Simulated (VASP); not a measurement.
# GaP (I-4m2) in VASP: further runs

Runs on GaP. Level: LDA. Tasks: single point.

Everything below comes from runs of VASP 6.6.1. Logs are shortened: lines on timing, memory, paths and dates and some standing lists are left out, and cuts for length are marked.

### 1 The cell of the first run

It takes space group I-4m2 (No. 119, tetragonal). The conventional cell has a = 4.449 Å, b = 4.449 Å, c = 4.090 Å, α = 90.00°, β = 90.00°, γ = 90.00°. Within 3.2 Å of Ga (site symmetry -4m2) lie 4 P at 2.45 Å. P (site symmetry -4m2) has 4 Ga at 2.45 Å within 3.2 Å.

### 2 Single point, LDA

Contents of INCAR:

```
PREC = Accurate ; ENCUT = 520
EDIFF = 1E-6 ; ISMEAR = 0
SIGMA = 0.05 ; LREAL = F
LASPH = T ; NELM = 80
ALGO = Normal ; ISIF = 2
LWAVE = F ; LCHARG = F
NBANDS = 16
```

Contents of KPOINTS:

```
regular mesh
0
Gamma
  10 10 10
```

Contents of POSCAR:

```
GaP
1.0
    0.0000000000      3.1460713136      2.0449463538
    3.1460713136      0.0000000000      2.0449463538
    3.1460713136      3.1460713136      0.0000000000
Ga P
1 1
Direct
    0.0000000000      0.0000000000      0.0000000000
    0.7500000000      0.7500000000      0.7500000000
```

Potentials or basis: VASP PAW LDA potentials, release 64 (Ga_d, P).

Launch:

```
cat potpaw_LDA.64/Ga_d/POTCAR potpaw_LDA.64/P/POTCAR > POTCAR
mpirun -np 1 vasp_std > vasp.out
```

OUTCAR:

```text
PREC = Accurate
   ENCUT = 520
   EDIFF = 1E-6
   ISMEAR = 0
   LREAL = F
   LASPH = T
   NELM = 80
   ISIF = 2

 ion  position               nearest neighbor table
   1  0.000  0.000  0.000-   2 2.45   2 2.45   2 2.45   2 2.45
   2  0.750  0.750  0.750-   1 2.45   1 2.45   1 2.45   1 2.45

  LATTYP: Found a body centered tetragonal cell.
 ALAT       =     4.4492167199
 C/A-ratio  =     0.9192388155

  Lattice vectors:

 A1 = (   0.0000000000,  -3.1460713136,  -2.0449463538)
 A2 = (   0.0000000000,   3.1460713136,  -2.0449463538)
 A3 = (   3.1460713136,   0.0000000000,   2.0449463538)

Analysis of symmetry for initial positions (statically):
=====================================================================
 Subroutine PRICEL returns:
 Original cell was already a primitive cell.

 Routine SETGRP: Setting up the symmetry group for a
 body centered tetragonal supercell.

 Subroutine GETGRP returns: Found  8 space group operations
 (whereof  8 operations were pure point group operations)
 out of a pool of 16 trial point group operations.

The static configuration has the point symmetry D_2d.

Analysis of symmetry for dynamics (positions and initial velocities):
=====================================================================
 Subroutine PRICEL returns:
 Original cell was already a primitive cell.

 Routine SETGRP: Setting up the symmetry group for a
 body centered tetragonal supercell.

 Subroutine GETGRP returns: Found  8 space group operations
 (whereof  8 operations were pure point group operations)
 out of a pool of 16 trial point group operations.

The dynamic configuration has the point symmetry D_2d.

 Subroutine INISYM returns: Found  8 space group operations
 (whereof  8 operations are pure point group operations),
 and found     1 'primitive' translations

----------------------------------------------------------------------------------------

                                     Primitive cell

  volume of cell :      40.4808

  direct lattice vectors                    reciprocal lattice vectors
     0.000000000  3.146071314  2.044946354    -0.158928375  0.158928375  0.244505192
     3.146071314  0.000000000  2.044946354     0.158928375 -0.158928375  0.244505192
     3.146071314  3.146071314  0.000000000     0.158928375  0.158928375 -0.244505192

  length of vectors
     3.752275350  3.752275350  4.449216720     0.332113302  0.332113302  0.332113302

  position of ions in fractional coordinates (direct lattice)
     0.000000000  0.000000000  0.000000000
     0.750000000  0.750000000  0.750000000

  ion indices of the primitive-cell ions
   primitive index   ion index
                 1           1
                 2           2

----------------------------------------------------------------------------------------

 KPOINTS: regular mesh

Automatic generation of k-mesh.
 Grid dimensions read from file:
 generate k-points for:   10   10   10

 Generating k-lattice:

  Cartesian coordinates                     Fractional coordinates (reciprocal lattice)
    -0.015892837  0.015892837  0.024450519     0.100000000 -0.000000000  0.000000000
     0.015892837 -0.015892837  0.024450519    -0.000000000  0.100000000  0.000000000
     0.015892837  0.015892837 -0.024450519     0.000000000  0.000000000  0.100000000

  Length of vectors
     0.033211330  0.033211330  0.033211330

  Shift w.r.t. Gamma in fractional coordinates (k-lattice)
     0.000000000  0.000000000  0.000000000

 Subroutine IBZKPT returns following result:
 ===========================================

 Found    102 irreducible k-points:

 Following reciprocal coordinates:
            Coordinates               Weight
  0.000000  0.000000  0.000000      1.000000
  0.100000  0.000000  0.000000      8.000000
  0.200000  0.000000  0.000000      8.000000
  0.300000 -0.000000  0.000000      8.000000
  0.400000 -0.000000  0.000000      8.000000
  0.500000 -0.000000  0.000000      4.000000
[... 16 lines left out ...]
  0.300000  0.300000  0.000000      2.000000
  0.400000  0.300000  0.000000      8.000000
 [... further k-points ...]
   k-points           NKPTS =    102   k-points in BZ     NKDIM =    102   number of bands    NBANDS=     16
   number of dos      NEDOS =    301   number of ions     NIONS =      2
   total plane-waves  NPLWV =  28224
   dimension x,y,z NGX =    28 NGY =   28 NGZ =   36
   dimension x,y,z NGXF=    56 NGYF=   56 NGZF=   72
   ions per type =               1   1
   NGX,Y,Z   is equivalent  to a cutoff of  12.41, 12.41, 13.45 a.u.
   NGXF,Y,Z  is equivalent  to a cutoff of  24.81, 24.81, 26.90 a.u.
 SYSTEM =  unknown system
   PREC   = accura    normal or accurate (medium, high low for compatibility)
   ISTART =      0    job   : 0-new  1-cont  2-samecut
   ICHARG =      2    charge: 1-file 2-atom 10-const
   ISPIN  =      1    spin polarized calculation?
   LNONCOLLINEAR =      F non collinear calculations
   LSORBIT =      F    spin-orbit coupling
   LASPH  =      T    aspherical Exc in radial PAW
   ENCUT  =  520.0 eV  38.22 Ry    6.18 a.u.   6.98  6.98  8.27*2*pi/ulx,y,z
   NELM   =     80;   NELMIN=  2; NELMDL= -5     # of ELM steps
   EDIFF  = 0.1E-05   stopping-criterion for ELM
   LREAL  =      F    real-space projection
   EDIFFG = 0.1E-04   stopping-criterion for IOM
   NSW    =      0    number of steps for IOM
   IBRION =     -1    ionic relax: 0-MD 1-quasi-New 2-CG
   NFREE  =      0    steps in history (QN), initial steepest desc. (CG)
   ISIF   =      2    stress and relaxation
   ISYM   =      2    0-nonsym 1-usesym 2-fastsym
   POTIM  = 0.5000    time-step for ionic-motion
   TEBEG  =    0.0;   TEEND  =   0.0 temperature during run
   PSTRESS=    0.0 pullay stress
   NELECT =      18.0000    total number of electrons
   NUPDOWN=      -1.0000    fix difference up-down
   EMIN   =  10.00;   EMAX   =-10.00  energy-range for DOS
   EFERMI =   0.00;   METHOD = LEGACY
   ISMEAR =     0;   SIGMA  =   0.05  broadening in eV -4-tet -1-fermi 0-gaus
   EFERMI_NEDOS =   21; number of points for ismear=-14 and -15
   IALGO  =     38    algorithm
   IMIX   =      4    mixing-type and parameters
     AMIX     =   0.40;   BMIX     =  1.00
     AMIX_MAG =   1.60;   BMIX_MAG =  1.00
  volume/ion in A,a.u.               =      20.24       136.59
  Fermi-wavevector in a.u.,A,eV,Ry     =   1.249538  2.361284 21.243377  1.561344
  Thomas-Fermi vector in A             =   2.383574
   LORBIT       =      0    0 simple, 1 ext, 2 COOP (PROOUT), +10 PAW based schemes
   GGA     = CA    functional components
   LHFCALC =     F    Hartree Fock is set to
   AEXX    =    0.0000 exact exchange contribution
   IVDW    =     0    specifies the selected vdW correction
   LEPSILON=     F    determine dielectric tensor
   LRPA    =     F    only Hartree local field effects (RPA)
 non-spin polarized calculation
 Gauss-broadening in eV      SIGMA  =   0.05
  energy-cutoff  :      520.00
  volume of cell :       40.48
 maximum number of plane-waves:      1112
   NGX = 13   NGY = 13   NGZ = 17

 number of electron      18.0000005 magnetization

 Free energy of the ion-electron system (eV)
  ---------------------------------------------------
  ext. energy  EPLUGINS =         0.00000000
  ---------------------------------------------------
  free energy    TOTEN  =        -9.77380784 eV

  energy without entropy =       -9.77316280  energy(sigma->0) =       -9.77348532

 E-fermi :   4.6630     XC(G=0): -10.3088

 val. band max:        4.6567626980   @ k =   0.4000   0.3000   0.1000
 cond. band min:       4.7316417806   @ k =   0.5000   0.3000   0.0000
 fundamental gap:      0.0748790826
 Fermi energy:         4.6629507737

 k-point     1 :       0.0000    0.0000    0.0000
  band No.  band energies     occupation
      1     -10.2342      2.00000
      2     -10.2342      2.00000
      3     -10.2159      2.00000
      4     -10.1690      2.00000
      5     -10.1398      2.00000
      6      -7.7043      2.00000
[... 8 lines left out ...]
     15      12.9520      0.00000
     16      14.5719      0.00000

 k-point     2 :       0.1000    0.0000    0.0000
  band No.  band energies     occupation
      1     -10.2375      2.00000
      2     -10.2328      2.00000
      3     -10.2134      2.00000
      4     -10.1722      2.00000
      5     -10.1373      2.00000
      6      -7.5685      2.00000
[... 8 lines left out ...]
     15      13.0448      0.00000
     16      14.7435      0.00000

 k-point     3 :       0.2000    0.0000    0.0000
  band No.  band energies     occupation
      1     -10.2479      2.00000
      2     -10.2301      2.00000
      3     -10.2071      2.00000
      4     -10.1783      2.00000
      5     -10.1297      2.00000
      6      -7.1714      2.00000
[... 8 lines left out ...]
     15      13.2274      0.00000
     16      15.8769      0.00000

 k-point     4 :       0.3000   -0.0000    0.0000
  band No.  band energies     occupation
      1     -10.2641      2.00000
      2     -10.2287      2.00000
      3     -10.1999      2.00000
      4     -10.1823      2.00000
      5     -10.1181      2.00000
      6      -6.5565      2.00000
[... 8 lines left out ...]
     15      14.2500      0.00000
     16      15.9227      0.00000
[... 324 lines left out ...]
 k-point    22 :      -0.2000    0.2000    0.0000
  band No.  band energies     occupation
      1     -10.2558      2.00000
      2     -10.2173      2.00000
      3     -10.2102      2.00000
      4     -10.1776      2.00000
      5     -10.1245      2.00000
      6      -6.6857      2.00000
[... 8 lines left out ...]
     15      13.0677      0.00000
     16      13.4599      0.00000

 k-point    23 :       0.3000    0.3000    0.0000
  band No.  band energies     occupation
      1     -10.2748      2.00000
      2     -10.2122      2.00000
      3     -10.2091      2.00000
      4     -10.2091      2.00000
      5     -10.1024      2.00000
      6      -5.4864      2.00000
[... 8 lines left out ...]
     15      14.8582      0.00000
     16      20.7448      0.00000

 k-point    24 :       0.4000    0.3000    0.0000
  band No.  band energies     occupation
      1     -10.2900      2.00000
      2     -10.2211      2.00000
      3     -10.2016      2.00000
      4     -10.1993      2.00000
      5     -10.0951      2.00000
      6      -4.9054      2.00000
[... 8 lines left out ...]
     15      15.3316      0.00000
     16      20.0361      0.00000

 [... further k-points ...]

------------------------ aborting loop because EDIFF is reached ----------------------------------------

  FORCE on cell =-STRESS in cart. coord.  units (eV):
  Direction    XX          YY          ZZ          XY          YZ          ZX
  --------------------------------------------------------------------------------------
  -------------------------------------------------------------------------------------
  Total       -2.8751475     -2.8751475      0.3722173      0.0000000     -0.0000000     -0.0000000
  in kB     -113.7946054   -113.7946054     14.7318761      0.0000000     -0.0000000     -0.0000000
  external PRESSURE =     -70.9524449 kB  Pullay stress =       0.0000000 kB

 VOLUME and BASIS-vectors are now :
 -----------------------------------------------------------------------------
  energy-cutoff  :      520.00
  volume of cell :       40.48
      direct lattice vectors                 reciprocal lattice vectors
     0.000000000  3.146071314  2.044946354    -0.158928375  0.158928375  0.244505192
     3.146071314  0.000000000  2.044946354     0.158928375 -0.158928375  0.244505192
     3.146071314  3.146071314  0.000000000     0.158928375  0.158928375 -0.244505192

 POSITION                                       TOTAL-FORCE (eV/Angst)
 -----------------------------------------------------------------------------------
      0.00000      0.00000      0.00000         0.000000      0.000000      0.000000
      4.71911      4.71911      3.06742         0.000000      0.000000      0.000000
 -----------------------------------------------------------------------------------
    total drift:                                0.000000      0.000000     -0.000003

  FREE ENERGIE OF THE ION-ELECTRON SYSTEM (eV)
  ---------------------------------------------------
  free  energy   TOTEN  =        -9.7738078401 eV

  energy  without entropy=       -9.7731627950  energy(sigma->0) =       -9.77348532
```

Wall time 23 s (1 thread of Intel Xeon 6975P-C (Granite Rapids), shared host); peak memory 0.19 GiB.

Results:

```
Free energy            : -9.7738 eV
Pressure               : -7.1 GPa
Band gap on the k mesh : zero (band 9 reaches 5.29 eV, above the bottom of band 10 at 3.65 eV)
```

Levels at points of the mesh, in eV from the Fermi level:
| k point | band 6 | band 7 | band 8 | band 9 | band 10 | band 11 | band 12 | band 13 |
| --- | --- | --- | --- | --- | --- | --- | --- | --- |
| (0.00, 0.00, 0.00) | -12.37 | -0.69 | -0.69 | 0.51 | 0.85 | 4.35 | 5.25 | 5.25 |
| (0.50, 0.00, 0.00) | -10.15 | -6.47 | -2.24 | -0.67 | -0.02 | 3.28 | 5.96 | 7.95 |
| (0.50, 0.50, 0.00) | -8.63 | -5.00 | -4.21 | -4.21 | -0.40 | 0.89 | 10.16 | 10.16 |
| (0.50, 0.00, 0.50) | -10.05 | -7.54 | -1.20 | -1.00 | 2.90 | 3.61 | 6.77 | 6.87 |

### 3 Single point, LDA

This run uses another cell than the first one, of the same volume but with other edges.

INCAR is that of step 2.

KPOINTS is that of step 2.

Contents of POSCAR:

```
GaP
1.0
    0.0000000000      2.3807251615      3.5710877423
    2.3807251615      0.0000000000      3.5710877423
    2.3807251615      2.3807251615      0.0000000000
Ga P
1 1
Direct
    0.0000000000      0.0000000000      0.0000000000
    0.7500000000      0.7500000000      0.7500000000
```

Potentials or basis: VASP PAW LDA potentials, release 64 (Ga_d, P).

Launch:

```
cat potpaw_LDA.64/Ga_d/POTCAR potpaw_LDA.64/P/POTCAR > POTCAR
mpirun -np 1 vasp_std > vasp.out
```

OUTCAR:

```text
PREC = Accurate
   ENCUT = 520
   EDIFF = 1E-6
   ISMEAR = 0
   LREAL = F
   LASPH = T
   NELM = 80
   ISIF = 2

 ion  position               nearest neighbor table
   1  0.000  0.000  0.000-   2 2.45   2 2.45   2 2.45   2 2.45
   2  0.750  0.750  0.750-   1 2.45   1 2.45   1 2.45   1 2.45

  LATTYP: Found a body centered tetragonal cell.
 ALAT       =     3.3668538117
 C/A-ratio  =     2.1213203436

  Lattice vectors:
[... 190 lines left out ...]
      3     -10.1596      2.00000
      4     -10.1596      2.00000
      5     -10.1382      2.00000
      6      -7.7627      2.00000
[... 433 lines left out ...]
      3     -10.1432      2.00000
      4     -10.1388      2.00000
      5     -10.1335      2.00000
      6      -6.5378      2.00000
[... 8 lines left out ...]
     15      15.8542      0.00000
     16      18.1370      0.00000

 [... further k-points ...]
[... 5 lines left out ...]
  --------------------------------------------------------------------------------------
  -------------------------------------------------------------------------------------
  Total        1.3716783      1.3716783     -5.4166452      0.0000000      0.0000000      0.0000000
  in kB       54.2892443     54.2892443   -214.3837847      0.0000000      0.0000000      0.0000000
  external PRESSURE =     -35.2684320 kB  Pullay stress =       0.0000000 kB

 VOLUME and BASIS-vectors are now :
 -----------------------------------------------------------------------------
  energy-cutoff  :      520.00
  volume of cell :       40.48
      direct lattice vectors                 reciprocal lattice vectors
     0.000000000  2.380725162  3.571087742    -0.210020043  0.210020043  0.140013362
     2.380725162  0.000000000  3.571087742     0.210020043 -0.210020043  0.140013362
     2.380725162  2.380725162  0.000000000     0.210020043  0.210020043 -0.140013362

 POSITION                                       TOTAL-FORCE (eV/Angst)
 -----------------------------------------------------------------------------------
      0.00000      0.00000      0.00000         0.000000      0.000000      0.000000
      3.57109      3.57109      5.35663         0.000000      0.000000     -0.000000
 -----------------------------------------------------------------------------------
    total drift:                                0.000000      0.000000      0.000003

  FREE ENERGIE OF THE ION-ELECTRON SYSTEM (eV)
  ---------------------------------------------------
  free  energy   TOTEN  =        -9.1804319235 eV

  energy  without entropy=       -9.1788309947  energy(sigma->0) =       -9.17963146
```

OSZICAR:

```text
N       E                     dE             d eps       ncg     rms          rms(c)
DAV:   1     0.799854140251E+02    0.79985E+02   -0.89922E+03  3360   0.162E+03
DAV:   2    -0.305856955199E+01   -0.83044E+02   -0.79312E+02  3728   0.312E+02
DAV:   3    -0.934714440320E+01   -0.62886E+01   -0.62529E+01  4152   0.654E+01
DAV:   4    -0.944458498396E+01   -0.97441E-01   -0.97417E-01  3944   0.884E+00
DAV:   5    -0.944656181939E+01   -0.19768E-02   -0.19767E-02  4376   0.112E+00    0.398E+00
DAV:   6    -0.920987365498E+01    0.23669E+00   -0.42942E-01  4848   0.991E+00    0.248E+00
DAV:   7    -0.918563114457E+01    0.24243E-01   -0.49051E-02  4136   0.156E+00    0.108E+00
DAV:   8    -0.918048407235E+01    0.51471E-02   -0.70513E-03  4144   0.911E-01    0.133E-01
DAV:   9    -0.918043531068E+01    0.48762E-04   -0.89048E-04  5008   0.407E-01    0.652E-02
DAV:  10    -0.918043099494E+01    0.43157E-05   -0.46986E-05  3920   0.584E-02    0.221E-02
DAV:  11    -0.918043216719E+01   -0.11722E-05   -0.67332E-06  4880   0.286E-02    0.894E-03
DAV:  12    -0.918043192348E+01    0.24371E-06   -0.56902E-07  2360   0.589E-03
   1 F= -.91804319E+01 E0= -.91796315E+01  d E =-.160093E-02
```

Wall time 20 s (1 thread of Intel Xeon 6975P-C (Granite Rapids), shared host); peak memory 0.19 GiB.

What came out:

```yaml
Free_energy: -9.1804 eV
Pressure: -3.5 GPa
Band_gap_on_the_k_mesh: zero (band 9 reaches 5.87 eV, above the bottom of band 10 at 4.80 eV)
```

### 4 Single point, LDA

This run uses another cell than the first one, of the same volume but with other edges.

Contents of INCAR:

```
SYSTEM = GaP
PREC = Accurate
ENCUT = 520
EDIFF = 1E-6
ISMEAR = 0
SIGMA = 0.05
LREAL = .False.
LASPH = .True.
NELM = 100
ALGO = Normal
ISIF = 2
LWAVE = .False.
LCHARG = .True.
GGA = CA
LELF = .True.
LVHAR = .True.
NBANDS = 16
```

Contents of KPOINTS:

```
regular mesh
0
Gamma
  10 10 10
  0 0 0
```

Contents of POSCAR:

```
GaP
1.0
    0.0000000000      2.7625868314      2.6520833581
    2.7625868314      0.0000000000      2.6520833581
    2.7625868314      2.7625868314      0.0000000000
Ga P
1 1
Direct
    0.0000000000      0.0000000000      0.0000000000
    0.7500000000      0.7500000000      0.7500000000
```

Launch:

```
cat potpaw_LDA.64/Ga_d/POTCAR potpaw_LDA.64/P/POTCAR > POTCAR
mpirun -np 1 vasp_std > vasp.out
```

Wall time 22 s (1 thread of Intel Xeon 6975P-C (Granite Rapids), shared host); peak memory 0.18 GiB.

The run converged. Its results:

```yaml
Free_energy: -10.4322 eV
Pressure: -2.7 GPa
Band_gap_on_the_k_mesh: 1.07 eV, indirect (least direct gap 1.48 eV)
```

Stress tensor (GPa, compression positive):
```
-3.69  0.00  0.00
 0.00 -3.69  0.00
 0.00  0.00 -0.74
```

Levels at points of the mesh, in eV from the valence-band top:
| k point | band 7 | band 8 | band 9 | band 10 | band 11 | band 12 |
| --- | --- | --- | --- | --- | --- | --- |
| (0.00, 0.00, 0.00) | -0.22 | -0.22 | 0.00 | 1.48 | 3.60 | 3.69 |
| (0.50, 0.00, 0.00) | -6.85 | -1.43 | -1.11 | 1.34 | 4.34 | 4.69 |
| (0.50, 0.50, 0.00) | -6.80 | -3.03 | -3.03 | 1.18 | 1.28 | 10.29 |
| (0.50, 0.00, 0.50) | -7.07 | -2.76 | -2.74 | 1.45 | 1.68 | 10.20 |

 A k mesh can miss the band edges.

### 5 The runs side by side

| cell | gap on the mesh (eV) | pressure (GPa) |
| --- | --- | --- |
| a = 3.752, b = 3.752, c = 4.449 Å, angles 53.6, 53.6, 72.7°, 2 atoms | none | -7.1 |
| a = 4.292, b = 4.292, c = 3.367 Å, angles 66.9, 66.9, 46.2°, 2 atoms | none | -3.5 |
| a = 3.830, b = 3.830, c = 3.907 Å, angles 59.3, 59.3, 61.3°, 2 atoms | 1.07 | -2.7 |

Alike in all rows: task single point; level LDA; potentials or basis VASP PAW LDA potentials, release 64 (Ga_d, P); no spin polarisation; k mesh 10 × 10 × 10; cutoff (eV) 520; smearing gaussian 0.05 eV.

Total energies depend on the potentials used, so only differences within one code and one set of settings carry meaning.
